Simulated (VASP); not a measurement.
Write the native input for VASP 6.6.1 that does the following.

* Task: single point
* Functional: r2SCAN
* Potentials or basis: VASP PAW PBE potentials, release 64 (Si, Mo_sv)
* Cutoff: 520 eV
* k mesh: 18 × 18 × 18
* Occupations: gaussian, width 0.1 eV
* Spin: no spin polarisation
* Dipole correction: no
* Further INCAR settings: ALGO = Normal; EDIFF = 1e-07; NBANDS = 18

Crystal: Si2Mo.

```
Si Mo
1.0
    -1.57681    1.57681    3.86429
     1.57681   -1.57681    3.86429
     1.57681    1.57681   -3.86429
Si Mo
2 1
Direct
  0.33465 0.33465 0.00000
  0.66535 0.66535 0.00000
  0.00000 0.00000 0.00000
```

These files were run (other wordings do the same):

POSCAR

```
Si2Mo
1.0
   -1.5768122277      1.5768122277      3.8642940278
    1.5768122277     -1.5768122277      3.8642940278
    1.5768122277      1.5768122277     -3.8642940278
Si Mo
2 1
Direct
    0.3346512642      0.3346512642      0.0000000000
    0.6653487358      0.6653487358      0.0000000000
    0.0000000000      0.0000000000      0.0000000000
```

INCAR.step1

```
SYSTEM = Si2Mo
PREC = Accurate ; ENCUT = 520
ISMEAR = 0 ; SIGMA = 0.1
LREAL = .False. ; LASPH = .True.
NELM = 60 ; NBANDS = 18
GGA = PE ; ALGO = Normal
EDIFF = 1E-4 ; LWAVE = .True.
LCHARG = .False.
```

INCAR.step2

```
SYSTEM = Si2Mo
PREC = Accurate ; ENCUT = 520
EDIFF = 1E-7 ; ISMEAR = 0
SIGMA = 0.1 ; LREAL = .False.
LASPH = .True. ; NELM = 60
ALGO = Normal ; ISIF = 2
LWAVE = .False. ; LCHARG = .False.
METAGGA = R2SCAN ; LMIXTAU = .True.
NBANDS = 18 ; ISTART = 1
```

KPOINTS

```
Automatic mesh
0
Gamma
  18 18 18
  0 0 0
```

Potentials or basis: VASP PAW PBE potentials, release 64 (Si, Mo_sv).

The run is started by

```sh
$ cat potpaw_PBE.64/Si/POTCAR potpaw_PBE.64/Mo_sv/POTCAR > POTCAR
$ cp INCAR.step1 INCAR
$ mpirun -np 1 vasp_std > vasp.out
$ cp INCAR.step2 INCAR
$ mpirun -np 1 vasp_std > vasp.out
```

It gave:

```
Pressure               : 10.5 GPa
Largest force          : 0.015 eV/Å
Band gap on the k mesh : zero (band 11 reaches 13.46 eV, above the bottom of band 12 at 12.40 eV)
```

Caveat: the PAW data sets were made with another functional, which shifts forces and pressure a little.

It took 33 min on 1 thread of Intel(R) Xeon(R) Platinum 8259CL CPU @ 2.50GHz (Skylake/Cascade Lake), on a shared host, peak memory 0.46 GiB.
